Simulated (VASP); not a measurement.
Input of a VASP 6.6.1 run:

File INCAR:

```
SYSTEM = Nb2SnC
AGGAC = 1.0
AGGAX = 1.0
ALDAC = 0.0
ALDAX = 1.0
ALGO = Normal
EDIFF = 1E-6
ENCUT = 520
GGA = B5
ISIF = 2
ISMEAR = -1
IVDW = 12
LASPH = .True.
LCHARG = .False.
LREAL = .False.
LWAVE = .False.
NBANDS = 54
NELM = 60
PREC = Accurate
SIGMA = 0.1
VDW_A1 = 0.4298
VDW_A2 = 4.2359
VDW_S6 = 1.0
VDW_S8 = 2.6996
```

Contents of KPOINTS:

```
k-points
0
Gamma
  9 9 2
  0 0 0
```

POSCAR

```
Nb2SnC
1.0
    3.2418836364     -0.0000000029      0.0000000000
   -1.6209418157      2.8075535867      0.0000000000
    0.0000000000      0.0000000000     13.6397030492
Nb Sn C
4 2 2
Direct
    0.3333333333      0.6666666667      0.0841627968
    0.3333333333      0.6666666667      0.4158372032
    0.6666666667      0.3333333333      0.5841627968
    0.6666666667      0.3333333333      0.9158372032
    0.3333333333      0.6666666667      0.7500000000
    0.6666666667      0.3333333333      0.2500000000
    0.0000000000      0.0000000000      0.0000000000
    0.0000000000      0.0000000000      0.5000000000
```

Potentials or basis: VASP PAW PBE potentials, release 64 (Nb_sv, Sn_d, C).

The run is started by

```console
$ cat potpaw_PBE.64/Nb_sv/POTCAR potpaw_PBE.64/Sn_d/POTCAR potpaw_PBE.64/C/POTCAR > POTCAR
$ mpirun -np 1 vasp_std > vasp.out
```

**Question.** Predict the pressure.

**Answer.** 0.2 GPa.

**Question.** Estimate the dispersion energy per atom.

**Answer.** -1.266 eV.

Caveat: the dispersion term is far too large for a dense solid, which distorts pressure and volume; the PAW data sets were made with another functional, which shifts forces and pressure a little.
